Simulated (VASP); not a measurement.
# BaTiO3 (P4mm) in VASP: notebook

Runs on BaTiO3. Level: PBE. Tasks: single point.

Program: VASP 6.6.1. These are calculated values, not measurements. Logs are shortened: lines on timing, memory, paths and dates and some standing lists are left out, and cuts for length are marked.

**1. The cell of the first run**

The structure is tetragonal, space group P4mm (No. 99). Conventional cell: a = 3.985 Å, b = 3.985 Å, c = 4.185 Å, α = 90.00°, β = 90.00°, γ = 90.00°. Ba (site symmetry 4mm) has 12 O at 2.80 to 2.98 Å and 8 Ti at 3.47 to 3.55 Å within 3.7 Å. Within 2.4 Å of Ti (site symmetry 4mm) lie 6 O at 1.82 to 2.37 Å. Within 3.0 Å of O (site symmetry 2mm) lie 2 Ti at 2.00 Å and 4 Ba at 2.80 to 2.98 Å and 8 O at 2.82 to 2.95 Å. O (site symmetry 4mm) has 2 Ti at 1.82 to 2.37 Å within 2.4 Å.

**2. Single point, PBE**

INCAR reads:

```
  PREC = Accurate
  ENCUT = 520
  EDIFF = 1E-6
  ISMEAR = -1
  SIGMA = 0.05
  LREAL = F
  LASPH = T
  NELM = 100
  ALGO = Normal
  ISIF = 2
  LWAVE = F
  LCHARG = T
  GGA = PE
  LELF = T
  LVHAR = T
  NBANDS = 28
```

KPOINTS reads:

```
regular mesh
0
Gamma
  7 7 7
```

POSCAR reads:

```
BaTiO3
1.0
    3.9854053665      0.0000000000      0.0000000000
    0.0000000000      3.9854053665      0.0000000000
    0.0000000000      0.0000000000      4.1847367091
Ba Ti O
1 1 3
Direct
    0.0000000000      0.0000000000     -0.0097379961
    0.5000000000      0.5000000000      0.4733107074
    0.0000000000      0.5000000000      0.5199386733
    0.5000000000      0.0000000000      0.5199386733
    0.5000000000      0.5000000000      0.0395499420
```

Potentials or basis: VASP PAW PBE potentials, release 64 (Ba_sv, Ti_sv, O).

Command:

```
> cat potpaw_PBE.64/Ba_sv/POTCAR potpaw_PBE.64/Ti_sv/POTCAR potpaw_PBE.64/O/POTCAR > POTCAR
> mpirun -np 1 vasp_std > vasp.out
```

OUTCAR:

```text
PREC = Accurate
   ENCUT = 520
   EDIFF = 1E-6
   ISMEAR = -1
   LREAL = F
   LASPH = T
   NELM = 100
   ISIF = 2
   GGA = PE

 ion  position               nearest neighbor table
   1  0.000  0.000  0.990-   3 2.80   4 2.80   3 2.80   4 2.80   5 2.83   5 2.83   5 2.83   5 2.83
                             4 2.98   3 2.98   4 2.98   3 2.98   2 3.47   2 3.47   2 3.47   2 3.47
   2  0.500  0.500  0.473-   5 1.82   4 2.00   3 2.00   4 2.00   3 2.00   5 2.37   1 3.47   1 3.47
                             1 3.47   1 3.47   1 3.55   1 3.55   1 3.55   1 3.55
   3  0.000  0.500  0.520-   2 2.00   2 2.00   1 2.80   1 2.80   1 2.98   1 2.98
   4  0.500  0.000  0.520-   2 2.00   2 2.00   1 2.80   1 2.80   1 2.98   1 2.98
   5  0.500  0.500  0.040-   2 1.82   2 2.37   1 2.83   1 2.83   1 2.83   1 2.83

  LATTYP: Found a simple tetragonal cell.
 ALAT       =     3.9854053665
 C/A-ratio  =     1.0500153245

  Lattice vectors:

 A1 = (   3.9854053665,   0.0000000000,   0.0000000000)
 A2 = (   0.0000000000,   3.9854053665,   0.0000000000)
 A3 = (   0.0000000000,   0.0000000000,   4.1847367091)

Analysis of symmetry for initial positions (statically):
=====================================================================
 Subroutine PRICEL returns:
 Original cell was already a primitive cell.

 Routine SETGRP: Setting up the symmetry group for a
 simple tetragonal supercell.

 Subroutine GETGRP returns: Found  8 space group operations
 (whereof  8 operations were pure point group operations)
 out of a pool of 16 trial point group operations.

The static configuration has the point symmetry C_4v.

Analysis of symmetry for dynamics (positions and initial velocities):
=====================================================================
 Subroutine PRICEL returns:
 Original cell was already a primitive cell.

 Routine SETGRP: Setting up the symmetry group for a
 simple tetragonal supercell.

 Subroutine GETGRP returns: Found  8 space group operations
 (whereof  8 operations were pure point group operations)
 out of a pool of 16 trial point group operations.

The dynamic configuration has the point symmetry C_4v.

 Subroutine INISYM returns: Found  8 space group operations
 (whereof  8 operations are pure point group operations),
 and found     1 'primitive' translations

----------------------------------------------------------------------------------------

                                     Primitive cell

  volume of cell :      66.4681

  direct lattice vectors                    reciprocal lattice vectors
     3.985405367  0.000000000  0.000000000     0.250915505  0.000000000  0.000000000
     0.000000000  3.985405367  0.000000000     0.000000000  0.250915505  0.000000000
     0.000000000  0.000000000  4.184736709     0.000000000  0.000000000  0.238963660

  length of vectors
     3.985405367  3.985405367  4.184736709     0.250915505  0.250915505  0.238963660

  position of ions in fractional coordinates (direct lattice)
     0.000000000  0.000000000  0.990262004
     0.500000000  0.500000000  0.473310707
     0.000000000  0.500000000  0.519938673
     0.500000000  0.000000000  0.519938673
     0.500000000  0.500000000  0.039549942

  ion indices of the primitive-cell ions
   primitive index   ion index
                 1           1
                 2           2
                 3           3
                 4           4
                 5           5

----------------------------------------------------------------------------------------

 KPOINTS: regular mesh

Automatic generation of k-mesh.
 Grid dimensions read from file:
 generate k-points for:    7    7    7

 Generating k-lattice:

  Cartesian coordinates                     Fractional coordinates (reciprocal lattice)
     0.035845072  0.000000000  0.000000000     0.142857143  0.000000000  0.000000000
     0.000000000  0.035845072  0.000000000     0.000000000  0.142857143  0.000000000
     0.000000000  0.000000000  0.034137666     0.000000000  0.000000000  0.142857143

  Length of vectors
     0.035845072  0.035845072  0.034137666

  Shift w.r.t. Gamma in fractional coordinates (k-lattice)
     0.000000000  0.000000000  0.000000000

 Subroutine IBZKPT returns following result:
 ===========================================

 Found     40 irreducible k-points:

 Following reciprocal coordinates:
            Coordinates               Weight
  0.000000  0.000000  0.000000      1.000000
  0.142857  0.000000  0.000000      4.000000
  0.285714  0.000000  0.000000      4.000000
  0.428571  0.000000  0.000000      4.000000
  0.142857  0.142857  0.000000      4.000000
  0.285714  0.142857  0.000000      8.000000
[... 16 lines left out ...]
  0.285714  0.000000  0.285714      8.000000
  0.428571  0.000000  0.285714      8.000000
 [... further k-points ...]
   k-points           NKPTS =     40   k-points in BZ     NKDIM =     40   number of bands    NBANDS=     28
   number of dos      NEDOS =    301   number of ions     NIONS =      5
   total plane-waves  NPLWV =  28800
   dimension x,y,z NGX =    30 NGY =   30 NGZ =   32
   dimension x,y,z NGXF=    60 NGYF=   60 NGZF=   64
   ions per type =               1   1   3
   NGX,Y,Z   is equivalent  to a cutoff of  12.51, 12.51, 12.71 a.u.
   NGXF,Y,Z  is equivalent  to a cutoff of  25.03, 25.03, 25.43 a.u.
 SYSTEM =  unknown system
   PREC   = accura    normal or accurate (medium, high low for compatibility)
   ISTART =      0    job   : 0-new  1-cont  2-samecut
   ICHARG =      2    charge: 1-file 2-atom 10-const
   ISPIN  =      1    spin polarized calculation?
   LNONCOLLINEAR =      F non collinear calculations
   LSORBIT =      F    spin-orbit coupling
   LASPH  =      T    aspherical Exc in radial PAW
   ENCUT  =  520.0 eV  38.22 Ry    6.18 a.u.   7.41  7.41  7.78*2*pi/ulx,y,z
   NELM   =    100;   NELMIN=  2; NELMDL= -5     # of ELM steps
   EDIFF  = 0.1E-05   stopping-criterion for ELM
   LREAL  =      F    real-space projection
   EDIFFG = 0.1E-04   stopping-criterion for IOM
   NSW    =      0    number of steps for IOM
   IBRION =     -1    ionic relax: 0-MD 1-quasi-New 2-CG
   NFREE  =      0    steps in history (QN), initial steepest desc. (CG)
   ISIF   =      2    stress and relaxation
   ISYM   =      2    0-nonsym 1-usesym 2-fastsym
   POTIM  = 0.5000    time-step for ionic-motion
   TEBEG  =    0.0;   TEEND  =   0.0 temperature during run
   PSTRESS=    0.0 pullay stress
   NELECT =      40.0000    total number of electrons
   NUPDOWN=      -1.0000    fix difference up-down
   EMIN   =  10.00;   EMAX   =-10.00  energy-range for DOS
   EFERMI =   0.00;   METHOD = LEGACY
   ISMEAR =    -1;   SIGMA  =   0.05  broadening in eV -4-tet -1-fermi 0-gaus
   EFERMI_NEDOS =   21; number of points for ismear=-14 and -15
   IALGO  =     38    algorithm
   IMIX   =      4    mixing-type and parameters
     AMIX     =   0.40;   BMIX     =  1.00
     AMIX_MAG =   1.60;   BMIX_MAG =  1.00
  volume/ion in A,a.u.               =      13.29        89.71
  Fermi-wavevector in a.u.,A,eV,Ry     =   1.382156  2.611896 25.991967  1.910356
  Thomas-Fermi vector in A             =   2.506874
   LORBIT       =      0    0 simple, 1 ext, 2 COOP (PROOUT), +10 PAW based schemes
   GGA     = PE    functional components
   LHFCALC =     F    Hartree Fock is set to
   AEXX    =    0.0000 exact exchange contribution
   IVDW    =     0    specifies the selected vdW correction
   LEPSILON=     F    determine dielectric tensor
   LRPA    =     F    only Hartree local field effects (RPA)
 non-spin polarized calculation
  energy-cutoff  :      520.00
  volume of cell :       66.47
 maximum number of plane-waves:      1824
 NGX is ok and might be reduce to    30
   NGX = 15   NGY = 15   NGZ = 15

 number of electron      39.9999982 magnetization

 Free energy of the ion-electron system (eV)
  ---------------------------------------------------
  ext. energy  EPLUGINS =         0.00000000
  ---------------------------------------------------
  free energy    TOTEN  =       -40.03810561 eV

  energy without entropy =      -40.03810561  energy(sigma->0) =      -40.03810561

 E-fermi :   4.6593     XC(G=0): -11.0460

 val. band max:        3.6538999407   @ k =   0.4286   0.4286   0.4286
 cond. band min:       5.5515720057   @ k =   0.0000   0.0000   0.0000
 fundamental gap:      1.8976720649
 Fermi energy:         4.6592675881

 k-point     1 :       0.0000    0.0000    0.0000
  band No.  band energies     occupation
      1     -52.8807      2.00000
      2     -29.2110      2.00000
      3     -29.0795      2.00000
      4     -29.0795      2.00000
      5     -21.3998      2.00000
      6     -13.2491      2.00000
[... 20 lines left out ...]
     27       8.8353      0.00000
     28      10.4778      0.00000

 k-point     2 :       0.1429    0.0000    0.0000
  band No.  band energies     occupation
      1     -52.8805      2.00000
      2     -29.2106      2.00000
      3     -29.0897      2.00000
      4     -29.0791      2.00000
      5     -21.3794      2.00000
      6     -13.2573      2.00000
[... 20 lines left out ...]
     27       9.2079      0.00000
     28      10.9644      0.00000

 k-point     3 :       0.2857    0.0000    0.0000
  band No.  band energies     occupation
      1     -52.8800      2.00000
      2     -29.2096      2.00000
      3     -29.1124      2.00000
      4     -29.0783      2.00000
      5     -21.3328      2.00000
      6     -13.3322      2.00000
[... 20 lines left out ...]
     27      10.0808      0.00000
     28      11.7024      0.00000

 k-point     4 :       0.4286    0.0000    0.0000
  band No.  band energies     occupation
      1     -52.8797      2.00000
      2     -29.2089      2.00000
      3     -29.1305      2.00000
      4     -29.0776      2.00000
      5     -21.2947      2.00000
      6     -13.4264      2.00000
[... 578 lines left out ...]
     27      10.2752      0.00000
     28      11.8847      0.00000

 k-point    23 :       0.2857    0.0000    0.2857
  band No.  band energies     occupation
      1     -52.8797      2.00000
      2     -29.2279      2.00000
      3     -29.1113      2.00000
      4     -29.0776      2.00000
      5     -21.2976      2.00000
      6     -13.1619      2.00000
[... 20 lines left out ...]
     27      11.1961      0.00000
     28      11.8091      0.00000

 k-point    24 :       0.4286    0.0000    0.2857
  band No.  band energies     occupation
      1     -52.8794      2.00000
      2     -29.2268      2.00000
      3     -29.1292      2.00000
      4     -29.0769      2.00000
      5     -21.2661      2.00000
      6     -13.1589      2.00000
[... 20 lines left out ...]
     27      11.6494      0.00000
     28      12.2878      0.00000

 [... further k-points ...]

------------------------ aborting loop because EDIFF is reached ----------------------------------------

  FORCE on cell =-STRESS in cart. coord.  units (eV):
  Direction    XX          YY          ZZ          XY          YZ          ZX
  --------------------------------------------------------------------------------------
  -------------------------------------------------------------------------------------
  Total        0.7878819      0.7878819      0.8191970      0.0000000      0.0000000      0.0000000
  in kB       18.9914701     18.9914701     19.7463036      0.0000000      0.0000000      0.0000000
  external PRESSURE =      19.2430813 kB  Pullay stress =       0.0000000 kB

 VOLUME and BASIS-vectors are now :
 -----------------------------------------------------------------------------
  energy-cutoff  :      520.00
  volume of cell :       66.47
      direct lattice vectors                 reciprocal lattice vectors
     3.985405367  0.000000000  0.000000000     0.250915505  0.000000000  0.000000000
     0.000000000  3.985405367  0.000000000     0.000000000  0.250915505  0.000000000
     0.000000000  0.000000000  4.184736709     0.000000000  0.000000000  0.238963660

 POSITION                                       TOTAL-FORCE (eV/Angst)
 -----------------------------------------------------------------------------------
      0.00000      0.00000      4.14399         0.000000      0.000000      0.054349
      1.99270      1.99270      1.98068         0.000000      0.000000      0.063068
      0.00000      1.99270      2.17581         0.000000      0.000000     -0.019022
      1.99270      0.00000      2.17581         0.000000     -0.000000     -0.019022
      1.99270      1.99270      0.16551         0.000000     -0.000000     -0.079374
 -----------------------------------------------------------------------------------
    total drift:                                0.000000      0.000000      0.000027

  FREE ENERGIE OF THE ION-ELECTRON SYSTEM (eV)
  ---------------------------------------------------
  free  energy   TOTEN  =       -40.0381056086 eV

  energy  without entropy=      -40.0381056081  energy(sigma->0) =      -40.03810561
```

It took 1.9 min on 1 thread of Intel Xeon 8259CL, shared host; peak memory 0.23 GiB.

What came out:

```yaml
Free_energy: -40.0381 eV
Pressure: 1.9 GPa
Largest_force: 0.079 eV/Å
Band_gap_on_the_k_mesh: 1.90 eV (least direct gap 2.34 eV)
```

Forces on the atoms (eV/Å):
```
Ba   0.000  0.000  0.054
Ti   0.000  0.000  0.063
O    0.000  0.000 -0.019
O    0.000  0.000 -0.019
O    0.000  0.000 -0.079
```

Caveat: spin-orbit coupling is left out, which moves the levels of the heavy elements; an odd mesh through Γ misses points on the zone boundary, where band edges can lie.

(Continued in part 2 of 2.)
